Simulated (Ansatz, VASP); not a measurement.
## Sb in VASP and in Ansatz

```
CELL_PARAMETERS angstrom
3.35453 0.00000 0.00000
-1.67727 2.90511 0.00000
0.00000 0.00000 5.47016
ATOMIC_POSITIONS crystal
Sb 0.66667 0.33333 0.75000
Sb 0.33333 0.66667 0.25000
```

Alike in both runs: task single point; functional r2SCAN-based global hybrid with a share of 0.5 of exact exchange; k mesh 5 × 5 × 3; occupations fermi-dirac, width 0.05 eV; no spin polarisation.

|  | VASP | Ansatz |
| --- | --- | --- |
| version | VASP 6.6.1 | Ansatz 0.2.0 |
| potentials or method | VASP PAW PBE potentials, release 64 (Sb) | Ansatz PAW |
| plane-wave cutoff (eV) | 520 | 500 |
| valence electrons in the cell | 10 | 30 |

Ansatz gave:

* gap on the k mesh at the Fermi level (eV): none
* pressure (GPa): -4.3
* traceless stress, the component that is largest in VASP (GPa): 4.24

Problem. What did VASP give for the same quantities?

Solution. gap on the k mesh at the Fermi level (eV): none; pressure (GPa): -8.1; traceless stress, the component that is largest in VASP (GPa): 4.07.

VASP's potentials were made for PBE, not for r2SCAN-based global hybrid. A gap of «none» marks a metal or a gap that the smearing closes. VASP's potentials hold 10 valence electrons a cell and Ansatz's 30, so a difference there can come from the potentials and not from the codes.

The k mesh is coarse, so the values compare programs but aren't converged. Spin-orbit coupling is off throughout.
